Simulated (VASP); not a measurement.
Sr2TeO: single point with PBE

The system is Sr2TeO.

```
O Te Sr
1.0
     2.06883    1.19444    7.03545
    -2.06883    1.19444    7.03545
     0.00000   -2.38888    7.03545
O Te Sr
1 1 2
Cartesian
  2.0688 1.1944 7.0355
  0.0000 0.0000 10.5532
  0.0000 0.0000 5.6599
  0.0000 0.0000 15.4464
```

* Program: VASP 6.6.1
* Task: single point
* Functional: PBE
* Potentials or basis: VASP PAW PBE potentials, release 64 (O, Te, Sr_sv)
* Cutoff: 520 eV
* k mesh: 8 × 8 × 8
* Occupations: gaussian, width 0.01 eV
* Spin: no spin polarisation
* Dipole correction: no
* Further INCAR settings: ALGO = Normal; EDIFF = 1e-07; NBANDS = 24

The pressure is 0.8 GPa, the largest force is 0.056 eV/Å and the band gap on the k mesh is 1.06 eV, indirect (least direct gap 1.15 eV).

Forces in eV/Å, atoms in the order of the input:
```
O    0.000  0.000  0.000
Te   0.000  0.000  0.000
Sr   0.000  0.000 -0.056
Sr   0.000  0.000  0.056
```

Stress tensor (GPa, compression positive):
```
0.69 0.00 0.00
0.00 0.69 0.00
0.00 0.00 1.12
```

Levels at points of the mesh, in eV from the valence-band top:
| k point | band 14 | band 15 | band 16 | band 17 | band 18 | band 19 |
| --- | --- | --- | --- | --- | --- | --- |
| (0.00, 0.00, 0.00) | -1.49 | 0.00 | 0.00 | 1.15 | 3.13 | 3.13 |
| (0.50, 0.00, 0.00) | -2.46 | -2.17 | -0.87 | 2.01 | 2.41 | 3.64 |
| (0.50, 0.50, 0.00) | -2.39 | -1.81 | -0.83 | 1.06 | 3.62 | 3.94 |
| (0.50, 0.50, 0.50) | -2.75 | -0.18 | -0.18 | 2.15 | 3.14 | 3.58 |

Wall time 8.5 min on 1 thread of Intel Xeon 6975P-C (shared host), peak memory 0.51 GiB.

Caveat: spin-orbit coupling is left out, which moves the levels of the heavy elements. A k mesh can miss the band edges.
